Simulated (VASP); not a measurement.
# Ta2Si (I4/mcm) in VASP: single point with r2SCAN+rVV10

Aim: the single point of Ta2Si with r2SCAN+rVV10.

Everything below comes from runs of VASP 6.6.1. Logs are shortened: lines on timing, memory, paths and dates and some standing lists are left out, and cuts for length are marked.

### Step 1. The cell of the first run

It takes space group I4/mcm (No. 140, tetragonal). Conventional cell: a = 6.155 Å, b = 6.155 Å, c = 5.038 Å, α = 90.00°, β = 90.00°, γ = 90.00°. Ta (site symmetry m2m) has 4 Si at 2.62 Å and 11 Ta at 2.84 to 3.26 Å within 3.5 Å. Si (site symmetry 422) has 2 Si at 2.52 Å and 8 Ta at 2.62 Å within 3.3 Å.

### Step 2. Single point, r2SCAN+rVV10

File POSCAR:

```
Ta2Si
1.0
   -3.0774939398      3.0774939398      2.5191280168
    3.0774939398     -3.0774939398      2.5191280168
    3.0774939398      3.0774939398     -2.5191280168
Ta Si
4 2
Direct
    0.6634090006      0.8365909994      0.5000000000
    0.8365909994      0.3365909994      0.1731819989
    0.3365909994      0.1634090006      0.5000000000
    0.1634090006      0.6634090006      0.8268180011
    0.2500000000      0.2500000000      0.0000000000
    0.7500000000      0.7500000000      0.0000000000
```

File INCAR.step1:

```
PREC     = Accurate       # precision mode
ENCUT    = 520            # plane-wave cutoff, eV
ISMEAR   = 0              # smearing method
SIGMA    = 0.1            # smearing width, eV
LREAL    = False          # projectors in reciprocal space
LASPH    = True           # aspherical terms in the spheres
NELM     = 80             # most SCF steps
NBANDS   = 35             # bands
GGA      = PE             # functional
ALGO     = Normal         # electronic algorithm
EDIFF    = 1E-4           # SCF threshold, eV
LWAVE    = True           # write WAVECAR
LCHARG   = False          # write CHGCAR
```

File INCAR.step2:

```
PREC     = Accurate       # precision mode
ENCUT    = 520            # plane-wave cutoff, eV
EDIFF    = 1E-6           # SCF threshold, eV
ISMEAR   = 0              # smearing method
SIGMA    = 0.1            # smearing width, eV
LREAL    = False          # projectors in reciprocal space
LASPH    = True           # aspherical terms in the spheres
NELM     = 80             # most SCF steps
ALGO     = Normal         # electronic algorithm
ISIF     = 2              # what is computed and relaxed
LWAVE    = False          # write WAVECAR
LCHARG   = False          # write CHGCAR
METAGGA  = R2SCAN         # meta-GGA
LMIXTAU  = True         
LUSE_VDW = True         
IVDW_NL  = 2            
BPARAM   = 11.95        
CPARAM   = 0.0093       
NBANDS   = 35             # bands
ISTART   = 1
```

File KPOINTS:

```
Automatic mesh
0
Gamma
  10 10 10
```

Potentials or basis: VASP PAW PBE potentials, release 64 (Ta_pv, Si).

Command:

```
$ cat potpaw_PBE.64/Ta_pv/POTCAR potpaw_PBE.64/Si/POTCAR > POTCAR
$ cp INCAR.step1 INCAR
$ mpirun -np 1 vasp_std > vasp.out
$ cp INCAR.step2 INCAR
$ mpirun -np 1 vasp_std > vasp.out
```

OUTCAR:

```text
PREC = Accurate
   ENCUT = 520
   EDIFF = 1E-6
   ISMEAR = 0
   LREAL = False
   LASPH = True
   NELM = 80
   ISIF = 2
   METAGGA = R2SCAN
   IVDW_NL = 2
   BPARAM = 11.95
   ISTART = 1

 ion  position               nearest neighbor table
   1  0.663  0.837  0.500-   5 2.62   6 2.62   6 2.62   5 2.62   3 2.84   3 2.94   3 2.94   2 3.22
                             4 3.22   4 3.22   2 3.22   4 3.26   2 3.26   4 3.26   2 3.26
   2  0.837  0.337  0.173-   6 2.62   5 2.62   5 2.62   6 2.62   4 2.84   4 2.94   4 2.94   1 3.22
                             3 3.22   3 3.22   1 3.22   1 3.26   3 3.26   3 3.26   1 3.26
   3  0.337  0.163  0.500-   6 2.62   5 2.62   5 2.62   6 2.62   1 2.84   1 2.94   1 2.94   2 3.22
                             4 3.22   4 3.22   2 3.22   4 3.26   2 3.26   2 3.26   4 3.26
   4  0.163  0.663  0.827-   6 2.62   5 2.62   5 2.62   6 2.62   2 2.84   2 2.94   2 2.94   3 3.22
                             1 3.22   1 3.22   3 3.22   3 3.26   1 3.26   1 3.26   3 3.26
   5  0.250  0.250  0.000-   6 2.52   6 2.52   1 2.62   3 2.62   1 2.62   3 2.62   2 2.62   4 2.62
                             4 2.62   2 2.62
   6  0.750  0.750  0.000-   5 2.52   5 2.52   3 2.62   1 2.62   3 2.62   1 2.62   4 2.62   2 2.62
                             4 2.62   2 2.62

  LATTYP: Found a body centered tetragonal cell.
 ALAT       =     6.1549878796
 C/A-ratio  =     0.8185647368

  Lattice vectors:

 A1 = (  -3.0774939398,   3.0774939398,   2.5191280168)
 A2 = (   3.0774939398,  -3.0774939398,   2.5191280168)
 A3 = (   3.0774939398,   3.0774939398,  -2.5191280168)

Analysis of symmetry for initial positions (statically):
=====================================================================
 Subroutine PRICEL returns:
 Original cell was already a primitive cell.

 Routine SETGRP: Setting up the symmetry group for a
 body centered tetragonal supercell.

 Subroutine GETGRP returns: Found 16 space group operations
 (whereof  8 operations were pure point group operations)
 out of a pool of 16 trial point group operations.

The static configuration has the point symmetry C_4h.
 The point group associated with its full space group is D_4h.

Analysis of symmetry for dynamics (positions and initial velocities):
=====================================================================
 Subroutine PRICEL returns:
 Original cell was already a primitive cell.

 Routine SETGRP: Setting up the symmetry group for a
 body centered tetragonal supercell.

 Subroutine GETGRP returns: Found 16 space group operations
 (whereof  8 operations were pure point group operations)
 out of a pool of 16 trial point group operations.

The dynamic configuration has the point symmetry C_4h.
 The point group associated with its full space group is D_4h.

[... 109 lines left out ...]
   NSW    =      0    number of steps for IOM
   IBRION =     -1    ionic relax: 0-MD 1-quasi-New 2-CG
   NFREE  =      0    steps in history (QN), initial steepest desc. (CG)
   ISIF   =      2    stress and relaxation
   ISYM   =      2    0-nonsym 1-usesym 2-fastsym
   POTIM  = 0.5000    time-step for ionic-motion
   TEBEG  =    0.0;   TEEND  =   0.0 temperature during run
   PSTRESS=    0.0 pullay stress
   NELECT =      52.0000    total number of electrons
   NUPDOWN=      -1.0000    fix difference up-down
   EMIN   =  10.00;   EMAX   =-10.00  energy-range for DOS
   EFERMI =   0.00;   METHOD = LEGACY
   ISMEAR =     0;   SIGMA  =   0.10  broadening in eV -4-tet -1-fermi 0-gaus
   EFERMI_NEDOS =   21; number of points for ismear=-14 and -15
   IALGO  =     38    algorithm
   IMIX   =      4    mixing-type and parameters
     AMIX     =   0.40;   BMIX     =  1.00
     AMIX_MAG =   1.60;   BMIX_MAG =  1.00
  volume/ion in A,a.u.               =      15.91       107.34
  Fermi-wavevector in a.u.,A,eV,Ry     =   1.337132  2.526814 24.326168  1.787923
  Thomas-Fermi vector in A             =   2.465705
   LORBIT       =      0    0 simple, 1 ext, 2 COOP (PROOUT), +10 PAW based schemes
   METAGGA = R2SCAN    functional components
   LHFCALC =     F    Hartree Fock is set to
   AEXX    =    0.0000 exact exchange contribution
   IVDW_NL    =     2    kernel type
   BPARAM     =11.9500
   IVDW    =     0    specifies the selected vdW correction
   LEPSILON=     F    determine dielectric tensor
   LRPA    =     F    only Hartree local field effects (RPA)
 non-spin polarized calculation
 Gauss-broadening in eV      SIGMA  =   0.10
  energy-cutoff  :      520.00
  volume of cell :       95.43
 maximum number of plane-waves:      2605
 NGX is ok and might be reduce to    40
   NGX = 19   NGY = 19   NGZ = 19

 number of electron      52.0000001 magnetization

 Free energy of the ion-electron system (eV)
  ---------------------------------------------------
  ext. energy  EPLUGINS =         0.00000000
  ---------------------------------------------------
  free energy    TOTEN  =      -214.73790037 eV

  energy without entropy =     -214.72301057  energy(sigma->0) =     -214.73045547

 E-fermi :   7.5621     XC(G=0): -13.5473

 val. band max:        7.5607720832   @ k =  -0.3000   0.3000   0.0000
 cond. band min:       7.5630536236   @ k =  -0.2000   0.2000   0.2000
 fundamental gap:      0.0022815404
 Fermi energy:         7.5620775433

 k-point     1 :       0.0000    0.0000    0.0000
  band No.  band energies     occupation
      1     -28.2061      2.00000
      2     -28.2043      2.00000
      3     -28.2043      2.00000
      4     -28.1500      2.00000
      5     -28.1500      2.00000
      6     -28.1143      2.00000
[... 901 lines left out ...]
     34      11.6339      0.00000
     35      12.0815      0.00000

 [... further k-points ...]
[... 5 lines left out ...]
  --------------------------------------------------------------------------------------
  -------------------------------------------------------------------------------------
  Total        0.5992966      0.5992966      0.5515760      0.0000000      0.0000000      0.0000000
  in kB       10.0611528     10.0611528      9.2600066      0.0000000      0.0000000      0.0000000
  external PRESSURE =       9.7941040 kB  Pullay stress =       0.0000000 kB

 VOLUME and BASIS-vectors are now :
 -----------------------------------------------------------------------------
  energy-cutoff  :      520.00
  volume of cell :       95.43
      direct lattice vectors                 reciprocal lattice vectors
    -3.077493940  3.077493940  2.519128017     0.000000000  0.162469857  0.198481378
     3.077493940 -3.077493940  2.519128017     0.162469857  0.000000000  0.198481378
     3.077493940  3.077493940 -2.519128017     0.162469857  0.162469857  0.000000000

 POSITION                                       TOTAL-FORCE (eV/Angst)
 -----------------------------------------------------------------------------------
      2.07171      1.00578      2.51913        -0.003349      0.003349      0.000000
     -1.00578      2.07171      2.51913        -0.003349     -0.003349      0.000000
      1.00578      2.07171      0.00000         0.003349     -0.003349     -0.000000
      4.08327      1.00578      0.00000         0.003349      0.003349      0.000000
      0.00000      0.00000      1.25956        -0.000000      0.000000      0.000000
      0.00000      0.00000      3.77869         0.000000      0.000000      0.000000
 -----------------------------------------------------------------------------------
    total drift:                               -0.000000      0.000000     -0.000000

  FREE ENERGIE OF THE ION-ELECTRON SYSTEM (eV)
  ---------------------------------------------------
  free  energy   TOTEN  =      -214.7379003662 eV

  energy  without entropy=     -214.7230105745  energy(sigma->0) =     -214.73045547
```

Wall time 26 min (1 thread of Intel Xeon Platinum 8259CL at 2.50GHz (Skylake/Cascade Lake), shared host); peak memory 0.67 GiB.

Results:

| Property | Result |
| --- | --- |
| Free energy | -214.7379 eV |
| Pressure | 1.0 GPa |
| Largest force | 0.005 eV/Å |
| Band gap on the k mesh | zero (band 26 reaches 7.98 eV, above the bottom of band 27 at 7.17 eV) |

Forces in eV/Å, atoms in the order of the input:
```
Ta  -0.003  0.003  0.000
Ta  -0.003 -0.003  0.000
Ta   0.003 -0.003  0.000
Ta   0.003  0.003  0.000
Si   0.000  0.000  0.000
Si   0.000  0.000  0.000
```

Levels at points of the mesh, in eV from the Fermi level:
| k point | band 23 | band 24 | band 25 | band 26 | band 27 | band 28 | band 29 | band 30 |
| --- | --- | --- | --- | --- | --- | --- | --- | --- |
| (0.00, 0.00, 0.00) | -2.69 | -2.22 | 0.23 | 0.27 | 1.01 | 1.47 | 1.47 | 1.70 |
| (0.50, 0.00, 0.00) | -2.09 | -2.09 | -1.20 | -1.20 | 0.77 | 0.77 | 2.06 | 2.06 |
| (0.50, 0.50, 0.00) | -2.15 | -1.63 | -0.15 | 0.03 | 0.11 | 0.69 | 1.46 | 1.95 |
| (0.50, 0.50, 0.50) | -1.12 | -1.12 | -1.09 | -1.09 | -0.21 | 0.34 | 0.80 | 0.80 |

Caveat: the PAW data sets were made with another functional, which shifts forces and pressure a little; spin-orbit coupling is left out, which moves the levels of the heavy elements.
